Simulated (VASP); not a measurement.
**TiSn3O8: single point with PBE**

TiSn3O8:

```
Ti Sn O
1.0
    -3.17725   -3.38085    3.38607
    -3.17713    3.38071   -3.38609
     3.17710   -3.37576   -3.38118
Ti Sn O
1 3 8
Direct
  0.99999 0.99999 0.99999
  0.50000 0.50000 0.00001
  0.25119 0.75119 0.50000
  0.74881 0.24881 0.50000
  0.29976 0.99980 0.29955
  0.80398 0.49964 0.30361
  0.23751 0.04833 0.81027
  0.76195 0.57277 0.81028
  0.70025 0.00020 0.70045
  0.19602 0.50037 0.69640
  0.23805 0.42723 0.18972
  0.76250 0.95168 0.18973
```

```json
{
  "Program": "VASP 6.6.1",
  "Task": "single point",
  "Functional": "PBE",
  "Potentials or basis": "VASP PAW PBE potentials, release 64 (Ti_sv, Sn_d, O)",
  "Cutoff": "520 eV",
  "k mesh": "4 × 4 × 4",
  "Occupations": "gaussian, width 0.1 eV",
  "Spin": "no spin polarisation"
}
```

| Item | Value |
| --- | --- |
| Pressure | 0.6 GPa |
| Largest force | 0.027 eV/Å |
| Band gap on the k mesh | 1.71 eV |

Forces in eV/Å, atoms in the order of the input:
```
Ti   0.000  0.000  0.000
Sn   0.000  0.000  0.000
Sn   0.003  0.000  0.000
Sn  -0.004  0.000  0.000
O    0.000  0.027  0.000
O    0.000  0.014  0.000
O    0.002  0.000  0.015
O   -0.001  0.000  0.014
O    0.000 -0.027  0.000
O    0.000 -0.014  0.001
O    0.002  0.000 -0.015
O   -0.001  0.000 -0.015
```

Stress tensor (GPa, compression positive):
```
0.83 0.00 0.00
0.00 0.54 0.05
0.00 0.05 0.53
```

Levels at points of the mesh, in eV from the valence-band top:
```
           k point  band 47  band 48  band 49  band 50  band 51  band 52  band 53  band 54  band 55  band 56
(0.00, 0.00, 0.00)    -0.83    -0.76    -0.67    -0.66     0.00     1.71     2.23     2.87     2.89     4.73
(0.50, 0.00, 0.00)    -1.08    -1.04    -0.80    -0.64    -0.49     2.30     2.86     2.89     4.46     4.72
(0.00, 0.50, 0.00)    -1.01    -0.81    -0.72    -0.48    -0.47     2.61     2.81     3.16     3.57     4.12
(0.50, 0.50, 0.00)    -1.05    -1.00    -0.81    -0.70    -0.59     2.29     2.82     2.87     4.24     4.86
(0.00, 0.00, 0.50)    -1.06    -1.01    -0.81    -0.70    -0.59     2.29     2.81     2.87     4.24     4.86
(0.50, 0.00, 0.50)    -1.01    -0.81    -0.72    -0.48    -0.47     2.61     2.81     3.16     3.57     4.12
(0.00, 0.50, 0.50)    -1.08    -1.04    -0.80    -0.64    -0.49     2.30     2.86     2.89     4.46     4.72
(0.50, 0.50, 0.50)    -1.52    -1.24    -1.21    -1.16    -0.83     1.82     3.11     3.18     3.18     5.32
```

Wall time 15 min on 1 thread of Intel Xeon 8259CL, with other jobs on the host, peak memory 0.47 GiB.

Caveat: spin-orbit coupling is left out, which moves the levels of the heavy elements. A k mesh can miss the band edges.
